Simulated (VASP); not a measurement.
# Pd (Fm-3m) in VASP: notebook, part 2 of 2

VASP 6.6.1. The steps go on from the part before.

## (3) Single point, PBE

INCAR reads:

```
SYSTEM = Pd
PREC = Accurate
ENCUT = 520
EDIFF = 1E-6
ISMEAR = -1
SIGMA = 0.05
LREAL = .False.
LASPH = .True.
NELM = 100
ALGO = Normal
ISIF = 2
LWAVE = .False.
LCHARG = .False.
GGA = PE
NBANDS = 11
```

KPOINTS reads:

```
Automatic mesh
0
Gamma
  19 19 19
  0 0 0
```

POSCAR reads:

```
Pd
1.0
    0.0000000000      1.7550628508      1.7550628508
    1.7550628508      0.0000000000      1.7550628508
    1.7550628508      1.7550628508      0.0000000000
Pd
1
Direct
    0.0000000000      0.0000000000      0.0000000000
```

Potentials or basis: VASP PAW PBE potentials, release 64 (Pd).

The run is started by

```bash
cat potpaw_PBE.64/Pd/POTCAR > POTCAR
mpirun -np 1 vasp_std > vasp.out
```

OUTCAR:

```text
SYSTEM = Pd
   PREC = Accurate
   ENCUT = 520
   EDIFF = 1E-6
   ISMEAR = -1
   LREAL = .False.
   LASPH = .True.
   NELM = 100
   ISIF = 2
   GGA = PE

 ion  position               nearest neighbor table
   1  0.000  0.000  0.000-

  LATTYP: Found a face centered cubic cell.
 ALAT       =     3.5101257016

  Lattice vectors:

 A1 = (   0.0000000000,   1.7550628508,   1.7550628508)
 A2 = (   1.7550628508,   0.0000000000,   1.7550628508)
 A3 = (   1.7550628508,   1.7550628508,   0.0000000000)

Analysis of symmetry for initial positions (statically):
=====================================================================
 Subroutine PRICEL returns:
 Original cell was already a primitive cell.

 Routine SETGRP: Setting up the symmetry group for a
 face centered cubic supercell.

 Subroutine GETGRP returns: Found 48 space group operations
 (whereof 48 operations were pure point group operations)
 out of a pool of 48 trial point group operations.

The static configuration has the point symmetry O_h .

Analysis of symmetry for dynamics (positions and initial velocities):
=====================================================================
 Subroutine PRICEL returns:
 Original cell was already a primitive cell.

 Routine SETGRP: Setting up the symmetry group for a
 face centered cubic supercell.

 Subroutine GETGRP returns: Found 48 space group operations
 (whereof 48 operations were pure point group operations)
 out of a pool of 48 trial point group operations.

The dynamic configuration has the point symmetry O_h .

 Subroutine INISYM returns: Found 48 space group operations
 (whereof 48 operations are pure point group operations),
 and found     1 'primitive' translations

----------------------------------------------------------------------------------------

                                     Primitive cell

  volume of cell :      10.8120

  direct lattice vectors                    reciprocal lattice vectors
     0.000000000  1.755062851  1.755062851    -0.284890082  0.284890082  0.284890082
[... 106 lines left out ...]
  Fermi-wavevector in a.u.,A,eV,Ry     =   1.595042  3.014193 34.615390  2.544159
  Thomas-Fermi vector in A             =   2.693022
   LORBIT       =      0    0 simple, 1 ext, 2 COOP (PROOUT), +10 PAW based schemes
   GGA     = PE    functional components
   LHFCALC =     F    Hartree Fock is set to
   AEXX    =    0.0000 exact exchange contribution
   IVDW    =     0    specifies the selected vdW correction
   LEPSILON=     F    determine dielectric tensor
   LRPA    =     F    only Hartree local field effects (RPA)
 non-spin polarized calculation
  energy-cutoff  :      520.00
  volume of cell :       10.81
 maximum number of plane-waves:       303
   NGX =  9   NGY =  9   NGZ =  9

 number of electron      10.0000000 magnetization

 number of electron       9.9999998 magnetization

 Free energy of the ion-electron system (eV)
  ---------------------------------------------------
  ext. energy  EPLUGINS =         0.00000000
  ---------------------------------------------------
  free energy    TOTEN  =        -3.76438240 eV

  energy without entropy =       -3.75042030  energy(sigma->0) =       -3.75740135

 E-fermi :  16.1255     XC(G=0): -15.2153

 val. band max:       16.1249063815   @ k =   0.3684   0.1579   0.0526
 cond. band min:      16.1281659633   @ k =  -0.4737   0.2105   0.0000
 fundamental gap:      0.0032595817
 Fermi energy:        16.1255252603

 k-point     1 :       0.0000    0.0000    0.0000
  band No.  band energies     occupation
      1       6.2579      2.00000
      2      11.4238      2.00000
      3      11.4238      2.00000
      4      11.4238      2.00000
      5      14.0904      2.00000
      6      14.0904      2.00000
      7      32.7990      0.00000
      8      39.4755      0.00000
      9      39.4755      0.00000
     10      39.4755      0.00000
     11      40.9010      0.00000
[... 309 lines left out ...]
 k-point    24 :      -0.2632    0.0526    0.0000
  band No.  band energies     occupation
      1       8.3305      2.00000
      2      11.6274      2.00000
      3      11.8767      2.00000
      4      11.9309      2.00000
      5      14.1691      2.00000
      6      15.0978      2.00000
      7      31.9607      0.00000
      8      35.0407      0.00000
      9      40.9015      0.00000
     10      42.3066      0.00000
     11      43.8200      0.00000

 [... further k-points ...]
[... 5 lines left out ...]
  --------------------------------------------------------------------------------------
  -------------------------------------------------------------------------------------
  Total       10.0810480     10.0810480     10.0810480      0.0000000      0.0000000     -0.0000000
  in kB     1493.8543237   1493.8543237   1493.8543237      0.0000000      0.0000000     -0.0000000
  external PRESSURE =    1493.8543237 kB  Pullay stress =       0.0000000 kB

 VOLUME and BASIS-vectors are now :
 -----------------------------------------------------------------------------
  energy-cutoff  :      520.00
  volume of cell :       10.81
      direct lattice vectors                 reciprocal lattice vectors
     0.000000000  1.755062851  1.755062851    -0.284890082  0.284890082  0.284890082
     1.755062851  0.000000000  1.755062851     0.284890082 -0.284890082  0.284890082
     1.755062851  1.755062851  0.000000000     0.284890082  0.284890082 -0.284890082

 POSITION                                       TOTAL-FORCE (eV/Angst)
 -----------------------------------------------------------------------------------
      0.00000      0.00000      0.00000         0.000000      0.000000      0.000000
 -----------------------------------------------------------------------------------
    total drift:                                0.000000     -0.000000      0.000000

  FREE ENERGIE OF THE ION-ELECTRON SYSTEM (eV)
  ---------------------------------------------------
  free  energy   TOTEN  =        -3.7643823961 eV

  energy  without entropy=       -3.7504202976  energy(sigma->0) =       -3.75740135
```

stdout:

```text
POSCAR found type information on POSCAR Pd
 POSCAR found :  1 types and       1 ions
 scaLAPACK will be used
 LDA part: xc-table for (Slater+PW92), standard interpolation
 POSCAR, INCAR and KPOINTS ok, starting setup
 FFT: planning ... GRIDC
 FFT: planning ... GRID_SOFT
 FFT: planning ... GRID
 WAVECAR not read
 entering main loop
```

Wall time 13 s (1 thread of AMD EPYC 9R45 (Zen 5), shared host); peak memory 0.11 GiB.

What came out:

```yaml
Free_energy: -3.7644 eV
Pressure: 149.4 GPa
Band_gap_on_the_k_mesh: zero (band 5 reaches 16.61 eV, above the bottom of band 6 at 13.94 eV)
```

Levels at points of the mesh, in eV from the Fermi level:
```csv
k point,band 2,band 3,band 4,band 5,band 6,band 7,band 8,band 9
"(0.00, 0.00, 0.00)",-4.70,-4.70,-4.70,-2.04,-2.04,16.67,23.35,23.35
```
